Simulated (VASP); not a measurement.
# Ti3B6H in VASP: a series of runs

Ti3B6H is run at these levels: PBEsol; tasks: single point.

Everything below comes from runs of VASP 6.6.1. Logs are shortened: lines on timing, memory, paths and dates and some standing lists are left out, and cuts for length are marked.

**1. The cell of the first run**

The cell holds a slab with vacuum, 10 atoms: a = 3.018 Å, b = 3.185 Å, c = 25.969 Å, α = 90.00°, β = 90.00°, γ = 90.00°.

**2. Single point, PBEsol**

Input file INCAR:

```
PREC = Accurate ; ENCUT = 520
EDIFF = 1E-6 ; ISMEAR = 0
SIGMA = 0.1 ; LREAL = False
LASPH = True ; NELM = 100
ALGO = Normal ; ISIF = 2
LWAVE = False ; LCHARG = True
LDIPOL = True ; IDIPOL = 3
DIPOL = 0.5 0.5 0.479 ; GGA = PS
LELF = True ; LVHAR = True
LVACPOTAV = True ; NBANDS = 38
```

Input file KPOINTS:

```
regular mesh
0
Gamma
  10 9 1
```

Input file POSCAR:

```
Ti3B6H
1.0
    3.0175895767      0.0000000000      0.0000000000
    0.0000000000      3.1847627212      0.0000000000
    0.0000000000      0.0000000000     25.9688246177
B Ti H
6 3 1
Direct
    0.0000000000      0.5000000000      0.3273155456
    0.0000000000      0.5000000000      0.3944039172
    0.5000000000      0.5000000000      0.4279481030
    0.4999872705      0.4999788670      0.4951767413
   -0.0000154611      0.4999776278      0.5299886399
   -0.0000104636      0.4999632241      0.5937468188
    0.5000000000      0.0000000000      0.3608597314
   -0.0000107496     -0.0000110804      0.4619475418
    0.4999992880     -0.0000252448      0.5624315799
   -0.0001036489      0.4998065587      0.6400934851
```

Potentials or basis: VASP PAW PBE potentials, release 64 (B, Ti_sv, H).

Started as:

```console
$ cat potpaw_PBE.64/B/POTCAR potpaw_PBE.64/Ti_sv/POTCAR potpaw_PBE.64/H/POTCAR > POTCAR
$ mpirun -np 1 vasp_std > vasp.out
```

OUTCAR:

```text
PREC = Accurate
   ENCUT = 520
   EDIFF = 1E-6
   ISMEAR = 0
   LREAL = False
   LASPH = True
   NELM = 100
   ISIF = 2
   GGA = PS

 ion  position               nearest neighbor table
   1  0.000  0.500  0.327-   2 1.74   7 2.36   7 2.36   7 2.36   7 2.36
   2  0.000  0.500  0.394-   3 1.74   3 1.74   1 1.74   7 2.36   7 2.36   7 2.36   7 2.36   8 2.37
                             8 2.37
   3  0.500  0.500  0.428-   2 1.74   2 1.74   4 1.75   7 2.36   7 2.36   8 2.36   8 2.36   8 2.36
                             8 2.36
   4  0.500  0.500  0.495-   3 1.75   5 1.76   5 1.76   8 2.36   8 2.36   8 2.36   8 2.36   9 2.36
                             9 2.36
   5  1.000  0.500  0.530-   6 1.66   4 1.76   4 1.76   9 2.35   9 2.35   9 2.35   9 2.35   8 2.38
                             8 2.38
   6  1.000  0.500  0.594-  10 1.20   5 1.66   9 2.34   9 2.34   9 2.34   9 2.34
   7  0.500  0.000  0.361-   1 2.36   1 2.36   1 2.36   1 2.36   2 2.36   2 2.36   2 2.36   2 2.36
                             3 2.36   3 2.36
   8  1.000  1.000  0.462-   4 2.36   4 2.36   4 2.36   4 2.36   3 2.36   3 2.36   3 2.36   3 2.36
                             2 2.37   2 2.37   5 2.38   5 2.38
   9  0.500  1.000  0.562-   6 2.34   6 2.34   6 2.34   6 2.34   5 2.35   5 2.35   5 2.35   5 2.35
                             4 2.36   4 2.36
  10  1.000  0.500  0.640-   6 1.20

  LATTYP: Found a simple orthorhombic cell.
 ALAT       =     3.0175895767
 B/A-ratio  =     1.0553995632
 C/A-ratio  =     8.6058173113

  Lattice vectors:

 A1 = (   3.0175895767,   0.0000000000,   0.0000000000)
 A2 = (   0.0000000000,   3.1847627212,   0.0000000000)
 A3 = (   0.0000000000,   0.0000000000,  25.9688246177)

Analysis of symmetry for initial positions (statically):
=====================================================================
 Subroutine PRICEL returns:
 Original cell was already a primitive cell.

 Routine SETGRP: Setting up the symmetry group for a
 simple orthorhombic supercell.

 Subroutine GETGRP returns: Found  1 space group operations
 (whereof  1 operations were pure point group operations)
 out of a pool of  8 trial point group operations.

The static configuration has the point symmetry C_1 .

Analysis of symmetry for dynamics (positions and initial velocities):
=====================================================================
 Subroutine PRICEL returns:
 Original cell was already a primitive cell.

 Routine SETGRP: Setting up the symmetry group for a
 simple orthorhombic supercell.

 Subroutine GETGRP returns: Found  1 space group operations
 (whereof  1 operations were pure point group operations)
 out of a pool of  8 trial point group operations.

[... 128 lines left out ...]
   NUPDOWN=      -1.0000    fix difference up-down
   EMIN   =  10.00;   EMAX   =-10.00  energy-range for DOS
   EFERMI =   0.00;   METHOD = LEGACY
   ISMEAR =     0;   SIGMA  =   0.10  broadening in eV -4-tet -1-fermi 0-gaus
   EFERMI_NEDOS =   21; number of points for ismear=-14 and -15
   IALGO  =     38    algorithm
   IMIX   =      4    mixing-type and parameters
     AMIX     =   0.40;   BMIX     =  1.00
     AMIX_MAG =   1.60;   BMIX_MAG =  1.00
  volume/ion in A,a.u.               =      24.96       168.42
  Fermi-wavevector in a.u.,A,eV,Ry     =   0.988855  1.868665 13.304238  0.977834
  Thomas-Fermi vector in A             =   2.120412
   LORBIT       =      0    0 simple, 1 ext, 2 COOP (PROOUT), +10 PAW based schemes
   GGA     = PS    functional components
   LHFCALC =     F    Hartree Fock is set to
   AEXX    =    0.0000 exact exchange contribution
   IVDW    =     0    specifies the selected vdW correction
   LEPSILON=     F    determine dielectric tensor
   LRPA    =     F    only Hartree local field effects (RPA)
 non-spin polarized calculation
 Gauss-broadening in eV      SIGMA  =   0.10
  energy-cutoff  :      520.00
  volume of cell :      249.57
 maximum number of plane-waves:      6774
 NGX is ok and might be reduce to    24
   NGX = 11   NGY = 11   NGZ = 97

 dipolmoment           0.000000      0.000000      0.009102 electrons x Angstroem

 number of electron      54.9999991 magnetization

 dipolmoment           0.000000      0.000000     -0.069521 electrons x Angstroem

 Free energy of the ion-electron system (eV)
  ---------------------------------------------------
  ext. energy  EPLUGINS =         0.00000000
  ---------------------------------------------------
  free energy    TOTEN  =       -75.43639039 eV

  energy without entropy =      -75.42767920  energy(sigma->0) =      -75.43203480

 E-fermi :  -0.4549     XC(G=0):  -4.8769

 val. band max:       -0.4815958584   @ k =   0.1000  -0.3333   0.0000
 cond. band min:      -0.4350714262   @ k =   0.1000   0.2222   0.0000
 fundamental gap:      0.0465244322
 Fermi energy:        -0.4549403282

 k-point     1 :       0.0000    0.0000    0.0000
  band No.  band energies     occupation
      1     -56.7809      2.00000
      2     -56.7363      2.00000
      3     -56.7215      2.00000
      4     -33.3432      2.00000
      5     -33.2086      2.00000
      6     -33.2058      2.00000
[... 973 lines left out ...]
     37       3.0213      0.00000
     38       3.2627      0.00000

 [... further k-points ...]
[... 5 lines left out ...]
  --------------------------------------------------------------------------------------
  -------------------------------------------------------------------------------------
  Total       -3.5360617     -4.1386940     -0.6851062     -0.0000020      0.0021324      0.0007826
  in kB      -22.7007848    -26.5695595     -4.3982402     -0.0000126      0.0136894      0.0050244
  external PRESSURE =     -17.8895282 kB  Pullay stress =       0.0000000 kB

 VOLUME and BASIS-vectors are now :
 -----------------------------------------------------------------------------
  energy-cutoff  :      520.00
  volume of cell :      249.57
      direct lattice vectors                 reciprocal lattice vectors
     3.017589577  0.000000000  0.000000000     0.331390328  0.000000000  0.000000000
     0.000000000  3.184762721  0.000000000     0.000000000  0.313995135  0.000000000
     0.000000000  0.000000000 25.968824618     0.000000000  0.000000000  0.038507711

 POSITION                                       TOTAL-FORCE (eV/Angst)
 -----------------------------------------------------------------------------------
      0.00000      1.59238      8.50000         0.000008      0.000062      1.113952
      0.00000      1.59238     10.24221        -0.000068     -0.000128     -0.366302
      1.50879      1.59238     11.11331        -0.000221     -0.000273      0.280089
      1.50876      1.59231     12.85916         0.000063      0.000094      0.002776
      3.01754      1.59231     13.76318         0.000275     -0.000100     -0.007270
      3.01756      1.59226     15.41891         0.000074      0.000135      0.013818
      1.50879      0.00000      9.37110        -0.000038     -0.000102     -1.054653
      3.01756      3.18473     11.99623         0.000175      0.000015     -0.000042
      1.50879      3.18468     14.60569        -0.000426      0.000073      0.005862
      3.01728      1.59177     16.62248         0.000158      0.000224      0.011770
 -----------------------------------------------------------------------------------
    total drift:                                0.000001     -0.000008      0.000496

  FREE ENERGIE OF THE ION-ELECTRON SYSTEM (eV)
  ---------------------------------------------------
  free  energy   TOTEN  =       -75.4363903935 eV

  energy  without entropy=      -75.4276792045  energy(sigma->0) =      -75.43203480

 vacuum level on the upper side and lower side of the slab         3.990         5.300
```

OSZICAR:

```text
N       E                     dE             d eps       ncg     rms          rms(c)
DAV:   1     0.596506466658E+03    0.59651E+03   -0.27353E+04  3864   0.134E+03
DAV:   2    -0.161518379637E+02   -0.61266E+03   -0.59711E+03  3998   0.419E+02
DAV:   3    -0.811646363692E+02   -0.65013E+02   -0.64293E+02  5358   0.135E+02
[... 20 lines left out ...]
DAV:  24    -0.754363793294E+02   -0.12828E-04   -0.97009E-07  3086   0.445E-03    0.250E-03
DAV:  25    -0.754363817076E+02   -0.23783E-05   -0.30842E-07  2392   0.428E-03    0.152E-03
DAV:  26    -0.754363883207E+02   -0.66131E-05   -0.12830E-06  3080   0.732E-03    0.967E-04
DAV:  27    -0.754363901394E+02   -0.18187E-05   -0.18464E-07  2336   0.232E-03    0.631E-04
DAV:  28    -0.754363903935E+02   -0.25418E-06   -0.31955E-08  2002   0.105E-03
   1 F= -.75436390E+02 E0= -.75432035E+02  d E =-.871119E-02
```

stdout:

```text
POSCAR found type information on POSCAR B TiH
 POSCAR found :  3 types and      10 ions
 scaLAPACK will be used
 -----------------------------------------------------------------------------
[... 23 lines left out ...]
|     Did not find any points to average over, which means that no vacuum     |
|     field-free region was found. Please increase the size of  your cell     |
|     in the dimension of the dipole correction to obtain accurate            |
|     workfunction values.                                                    |
|                                                                             |
 -----------------------------------------------------------------------------
```

Wall time 11 min (1 thread of Intel Xeon Platinum 8488C (Sapphire Rapids), shared host); peak memory 0.55 GiB.

Results:

| Quantity | Value |
| --- | --- |
| Free energy | -75.4364 eV |
| Largest force | 1.114 eV/Å |

Forces on the atoms (eV/Å):
```
B    0.000  0.000  1.114
B    0.000  0.000 -0.366
B    0.000  0.000  0.280
B    0.000  0.000  0.003
B    0.000  0.000 -0.007
B    0.000  0.000  0.014
Ti   0.000  0.000 -1.055
Ti   0.000  0.000  0.000
Ti   0.000  0.000  0.006
H    0.000  0.000  0.012
```

Caveat: the PAW data sets were made with another functional, which shifts forces and pressure a little.

**3. Single point, PBEsol**

Input file INCAR:

```
ALGO     = Normal         # electronic algorithm
DIPOL    = 0.5 0.5 0.479
EDIFF    = 1E-6           # SCF threshold, eV
ENCUT    = 520            # plane-wave cutoff, eV
GGA      = PS             # functional
IDIPOL   = 3            
ISIF     = 2              # what is computed and relaxed
ISMEAR   = 0              # smearing method
LASPH    = T              # aspherical terms in the spheres
LCHARG   = F              # write CHGCAR
LDIPOL   = T            
LREAL    = F              # projectors in reciprocal space
LWAVE    = F              # write WAVECAR
NBANDS   = 38             # bands
NELM     = 80             # most SCF steps
PREC     = Accurate       # precision mode
SIGMA    = 0.1            # smearing width, eV
```

Input file KPOINTS:

```
k-points
0
Gamma
  10 9 1
```

Input file POSCAR:

```
Ti3B6H
1.0
    3.0175895767      0.0000000000      0.0000000000
    0.0000000000      3.1847627212      0.0000000000
    0.0000000000      0.0000000000     25.9688246177
B Ti H
6 3 1
Direct
    0.0000000000      0.5000000000      0.3273155456
    0.0000000000      0.5000000000      0.3944039172
    0.5000000000      0.5000000000      0.4279481030
    0.5000000000      0.5000000000      0.4951835475
    0.0000000000      0.5000000000      0.5299643380
    0.0000000000      0.5000000000      0.5936977531
    0.5000000000      0.0000000000      0.3608597314
    0.0000000000      0.0000000000      0.4619375548
    0.5000000000      0.0000000000      0.5623969137
    0.0000000000      0.5000000000      0.6400602652
```

Potentials or basis: VASP PAW PBE potentials, release 64 (B, Ti_sv, H).

Started as:

```console
$ cat potpaw_PBE.64/B/POTCAR potpaw_PBE.64/Ti_sv/POTCAR potpaw_PBE.64/H/POTCAR > POTCAR
$ mpirun -np 1 vasp_std > vasp.out
```

It took 9.9 min on 1 thread of Intel Xeon Platinum 8259CL at 2.50GHz (Skylake/Cascade Lake), shared host; peak memory 0.47 GiB.

The run converged. Its results:

* Free energy: -75.4363 eV
* Largest force: 1.114 eV/Å

Forces in eV/Å, atoms in the order of the input:
```
B    0.000  0.000  1.114
B    0.000  0.000 -0.367
B    0.000  0.000  0.279
B    0.000  0.000 -0.012
B    0.000  0.000 -0.010
B    0.000  0.000  0.036
Ti   0.000  0.000 -1.055
Ti   0.000  0.000  0.000
Ti   0.000  0.000  0.012
H    0.000  0.000  0.003
```

Levels at points of the mesh, in eV from the Fermi level:
| k point | band 26 | band 27 | band 28 | band 29 | band 30 | band 31 |
| --- | --- | --- | --- | --- | --- | --- |
| (0.00, 0.00, 0.00) | -1.10 | 0.78 | 0.94 | 1.40 | 1.49 | 1.85 |
| (0.50, 0.00, 0.00) | -1.17 | -0.14 | 0.25 | 0.69 | 0.92 | 0.99 |

Caveat: the PAW data sets were made with another functional, which shifts forces and pressure a little.

**4. Single point, PBEsol**

Input file INCAR:

```
PREC     = Accurate       # precision mode
ENCUT    = 520            # plane-wave cutoff, eV
EDIFF    = 1E-6           # SCF threshold, eV
ISMEAR   = 0              # smearing method
SIGMA    = 0.1            # smearing width, eV
LREAL    = F              # projectors in reciprocal space
LASPH    = T              # aspherical terms in the spheres
NELM     = 100            # most SCF steps
ALGO     = Normal         # electronic algorithm
ISIF     = 2              # what is computed and relaxed
LWAVE    = F              # write WAVECAR
LCHARG   = T              # write CHGCAR
LDIPOL   = T            
IDIPOL   = 3            
DIPOL    = 0.5 0.5 0.477
GGA      = PS             # functional
LELF     = T              # ELF
LVHAR    = T            
LVACPOTAV= T            
NBANDS   = 38             # bands
```

Input file KPOINTS:

```
Automatic mesh
0
Gamma
  10 9 1
```

Input file POSCAR:

```
Ti3B6H
1.0
    3.0175895767      0.0000000000      0.0000000000
    0.0000000000      3.1847627212      0.0000000000
    0.0000000000      0.0000000000     25.9688246177
B Ti H
6 3 1
Direct
    0.0000000000      0.5000000000      0.3273155456
    0.0000000000      0.5000000000      0.3944039172
    0.5000000000      0.5000000000      0.4279481030
    0.5000000000      0.5003370660      0.4951088347
    0.0000000000      0.5003934306      0.5289948110
    0.0000000000      0.5007670587      0.5939180916
    0.5000000000      0.0000000000      0.3608597314
    0.0000000000      0.0001790308      0.4620742469
    0.5000000000      0.0005274930      0.5647172079
    0.5000000000      0.5010151811      0.6129528363
```

Potentials or basis: VASP PAW PBE potentials, release 64 (B, Ti_sv, H).

Started as:

```console
$ cat potpaw_PBE.64/B/POTCAR potpaw_PBE.64/Ti_sv/POTCAR potpaw_PBE.64/H/POTCAR > POTCAR
$ mpirun -np 1 vasp_std > vasp.out
```

OUTCAR:

```text
PREC = Accurate
   ENCUT = 520
   EDIFF = 1E-6
   ISMEAR = 0
   LREAL = F
   LASPH = T
   NELM = 100
   ISIF = 2
   GGA = PS

 ion  position               nearest neighbor table
   1  0.000  0.500  0.327-   2 1.74   7 2.36   7 2.36   7 2.36   7 2.36
   2  0.000  0.500  0.394-   3 1.74   3 1.74   1 1.74   7 2.36   7 2.36   7 2.36   7 2.36   8 2.37
                             8 2.37
   3  0.500  0.500  0.428-   2 1.74   2 1.74   4 1.74   7 2.36   7 2.36   8 2.37   8 2.37   8 2.37
                             8 2.37
   4  0.500  0.500  0.495-   3 1.74   5 1.75   5 1.75   8 2.36   8 2.36   8 2.36   8 2.36   9 2.41
                             9 2.41
   5  0.000  0.500  0.529-   6 1.69   4 1.75   4 1.75   8 2.36   8 2.36   9 2.38   9 2.38   9 2.38
                             9 2.38
   6  0.000  0.501  0.594-   5 1.69   9 2.32   9 2.32   9 2.32   9 2.32
   7  0.500  0.000  0.361-   1 2.36   1 2.36   1 2.36   1 2.36   2 2.36   2 2.36   2 2.36   2 2.36
                             3 2.36   3 2.36
   8  0.000  0.000  0.462-   4 2.36   4 2.36   4 2.36   4 2.36   5 2.36   5 2.36   3 2.37   3 2.37
                             3 2.37   3 2.37   2 2.37   2 2.37
   9  0.500  0.001  0.565-   6 2.32   6 2.32   6 2.32   6 2.32   5 2.38   5 2.38   5 2.38   5 2.38
[... 1202 lines left out ...]
------------------------ aborting loop because EDIFF is reached ----------------------------------------

  FORCE on cell =-STRESS in cart. coord.  units (eV):
  Direction    XX          YY          ZZ          XY          YZ          ZX
  --------------------------------------------------------------------------------------
  -------------------------------------------------------------------------------------
  Total       -4.9556088     -4.9574133     -0.7145838      0.0000000     -0.0343835      0.0000000
  in kB      -31.8139835    -31.8255683     -4.5874803      0.0000000     -0.2207347      0.0000000
  external PRESSURE =     -22.7423440 kB  Pullay stress =       0.0000000 kB

 VOLUME and BASIS-vectors are now :
 -----------------------------------------------------------------------------
  energy-cutoff  :      520.00
  volume of cell :      249.57
      direct lattice vectors                 reciprocal lattice vectors
     3.017589577  0.000000000  0.000000000     0.331390328  0.000000000  0.000000000
     0.000000000  3.184762721  0.000000000     0.000000000  0.313995135  0.000000000
     0.000000000  0.000000000 25.968824618     0.000000000  0.000000000  0.038507711

 POSITION                                       TOTAL-FORCE (eV/Angst)
 -----------------------------------------------------------------------------------
      0.00000      1.59238      8.50000         0.000000     -0.000286      1.148937
      0.00000      1.59238     10.24221         0.000000      0.001907     -0.377573
      1.50879      1.59238     11.11331         0.000000      0.004354      0.278410
      1.50879      1.59345     12.85739         0.000000     -0.001627      0.014813
      0.00000      1.59363     13.73737         0.000000      0.000840     -0.023208
      0.00000      1.59482     15.42335         0.000000     -0.002152     -0.000933
      1.50879      0.00000      9.37110         0.000000      0.000905     -1.087035
      0.00000      0.00057     11.99953         0.000000      0.000598      0.010516
      1.50879      0.00168     14.66504         0.000000      0.000389      0.018156
      1.50879      1.59561     15.91766         0.000000     -0.004927      0.017917
 -----------------------------------------------------------------------------------
    total drift:                                0.000000      0.000125      0.001225

  FREE ENERGIE OF THE ION-ELECTRON SYSTEM (eV)
  ---------------------------------------------------
  free  energy   TOTEN  =       -74.9814249373 eV

  energy  without entropy=      -74.9678556494  energy(sigma->0) =      -74.97464029

 vacuum level on the upper side and lower side of the slab         4.262         5.270
```

stdout:

```text
POSCAR found type information on POSCAR B TiH
 POSCAR found :  3 types and      10 ions
 scaLAPACK will be used
 -----------------------------------------------------------------------------
[... 23 lines left out ...]
|     Did not find any points to average over, which means that no vacuum     |
|     field-free region was found. Please increase the size of  your cell     |
|     in the dimension of the dipole correction to obtain accurate            |
|     workfunction values.                                                    |
|                                                                             |
 -----------------------------------------------------------------------------
```

It took 9.7 min on 1 thread of Intel Xeon Platinum 8259CL at 2.50GHz (Skylake/Cascade Lake), shared host; peak memory 0.47 GiB.

What came out:

| Item | Value |
| --- | --- |
| Free energy | -74.9814 eV |
| Largest force | 1.149 eV/Å |

Forces in eV/Å, atoms in the order of the input:
```
B    0.000  0.000  1.149
B    0.000  0.002 -0.378
B    0.000  0.004  0.278
B    0.000 -0.002  0.015
B    0.000  0.001 -0.023
B    0.000 -0.002 -0.001
Ti   0.000  0.001 -1.087
Ti   0.000  0.001  0.011
Ti   0.000  0.000  0.018
H    0.000 -0.005  0.018
```

Caveat: the PAW data sets were made with another functional, which shifts forces and pressure a little.
